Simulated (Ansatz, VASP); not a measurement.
**Cu in VASP and in Ansatz**

File INCAR:

```
PREC     = Accurate       # precision mode
ENCUT    = 520            # plane-wave cutoff, eV
EDIFF    = 1E-6           # SCF threshold, eV
ISMEAR   = 0              # smearing method
SIGMA    = 0.1            # smearing width, eV
LREAL    = False          # projectors in reciprocal space
LASPH    = True           # aspherical terms in the spheres
NELM     = 100            # most SCF steps
ALGO     = Fast           # electronic algorithm
ISIF     = 2              # what is computed and relaxed
LWAVE    = False          # write WAVECAR
LCHARG   = False          # write CHGCAR
GGA      = PE             # functional
NBANDS   = 12             # bands
```

Contents of KPOINTS:

```
Automatic mesh
0
Gamma
  26 26 26
```

File POSCAR:

```
Cu
1.0
    0.0000000000      1.7965044711      1.7965044711
    1.7965044711      0.0000000000      1.7965044711
    1.7965044711      1.7965044711      0.0000000000
Cu
1
Direct
    0.5000000000      0.5000000000      0.5000000000
```

Input for Ansatz:

```yaml
crystal:
  lattice:
    - [0.0, 1.7965044711, 1.7965044711]
    - [1.7965044711, 0.0, 1.7965044711]
    - [1.7965044711, 1.7965044711, 0.0]
  atoms:
    - { symbol: Cu, position: [0.5, 0.5, 0.5] }
basis:
  ecutwfc: 420
kpoints:
  mp_grid: { grid: [26, 26, 26] }
hamiltonian:
  xc: pbe
scf:
  occupations: { method: gaussian, width: 0.1 }
output:
  forces: true
  stress: true
  eigenvalues: true
```

Alike in both runs: task single point; functional PBE; k mesh 26 × 26 × 26; occupations gaussian, width 0.1 eV; no spin polarisation.

|  | VASP | Ansatz |
| --- | --- | --- |
| version | VASP 6.6.1 | Ansatz 0.2.0 |
| potentials or method | VASP PAW PBE potentials, release 64 (Cu), cutoff 520 eV | scalar-relativistic, plane waves, PAW |
| valence electrons in the cell | 11 | 19 |

Ansatz gave:

```
gap on the k mesh at the Fermi level (eV) : none
pressure (GPa)                            : 4.6
```

Problem. Which values does VASP return?

Solution. gap on the k mesh at the Fermi level (eV): none; pressure (GPa): 5.0.

A gap of «none» marks a metal or a gap that the smearing closes. With one functional, cell and mesh, what is left measures potentials, basis and numerics. VASP's potentials hold 11 valence electrons a cell and Ansatz's 19, so a difference there can come from the potentials and not from the codes.
